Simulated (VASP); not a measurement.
## BaTiO3: single point with PBE

BaTiO3:

```
Ba Ti O
1.0
     3.93025   -0.00912    0.02646
    -0.00912    4.06187    0.01835
     0.02789    0.01935    4.13787
Ba Ti O
1 1 3
Direct
  0.99579 0.00496 0.98604
  0.48541 0.48880 0.46262
  0.50776 0.50291 0.04580
  0.50232 0.99771 0.51726
  0.00872 0.50563 0.51628
```

This cell differs from its parent crystal: atoms moved at random and the cell strained at random.

```yaml
Program: VASP 6.6.1
Task: single point
Functional: PBE
Potentials_or_basis: VASP PAW PBE potentials, release 64 (Ba_sv, Ti_sv, O)
Cutoff: 520 eV
k_mesh: 8 × 8 × 6
Occupations: gaussian, width 0.05 eV
Spin: no spin polarisation
```

```json
{
  "Pressure": "6.3 GPa",
  "Largest force": "1.834 eV/Å",
  "Band gap on the k mesh": "2.08 eV (least direct gap 2.65 eV)"
}
```

Forces in eV/Å, atoms in the order of the input:
```
Ba  -0.006 -0.260  0.009
Ti   0.264  0.117  1.759
O   -0.047 -0.083 -1.832
O    0.052  0.385 -0.084
O   -0.264 -0.160  0.147
```

Stress tensor (GPa, compression positive):
```
 7.28  0.66 -1.10
 0.66  0.30 -0.54
-1.10 -0.54 11.45
```

Levels at points of the mesh, in eV from the valence-band top:
```
           k point  band 16  band 17  band 18  band 19  band 20  band 21  band 22  band 23  band 24  band 25
(0.00, 0.00, 0.00)    -2.09    -1.37    -1.04    -0.69    -0.57     2.08     2.79     2.96     4.22     4.52
(0.50, 0.00, 0.00)    -2.11    -1.96    -1.75    -1.67    -1.44     2.86     3.68     3.91     4.45     5.66
(0.00, 0.50, 0.00)    -2.13    -1.84    -1.63    -1.52    -1.44     3.00     3.43     3.65     4.65     5.57
(0.50, 0.50, 0.00)    -3.02    -2.06    -1.35    -1.32    -0.09     3.68     3.94     4.08     4.44     7.28
(0.00, 0.00, 0.50)    -2.49    -2.08    -1.95    -0.82    -0.80     2.23     3.80     3.88     4.27     6.27
(0.50, 0.00, 0.50)    -2.80    -1.80    -0.99    -0.87    -0.57     3.76     3.83     4.05     4.81     7.34
(0.00, 0.50, 0.50)    -2.48    -1.82    -1.30    -1.17    -0.60     3.51     3.87     3.93     5.13     7.05
(0.50, 0.50, 0.50)    -2.70    -2.63    -0.53    -0.48     0.00     4.08     4.24     4.33     5.88     6.34
```

Run time: 5.3 min on 1 thread of Intel(R) Xeon(R) Platinum 8488C (Sapphire Rapids) (shared host), peak memory 0.44 GiB.

Caveat: the cell differs from its parent crystal (atoms moved at random and the cell strained at random); the stress differs along the axes, from 0 to 11 GPa; spin-orbit coupling is left out, which moves the levels of the heavy elements; forces of over 1 eV/Å act on the atoms, so gaps and moduli don't describe the material at rest. A k mesh can miss the band edges.
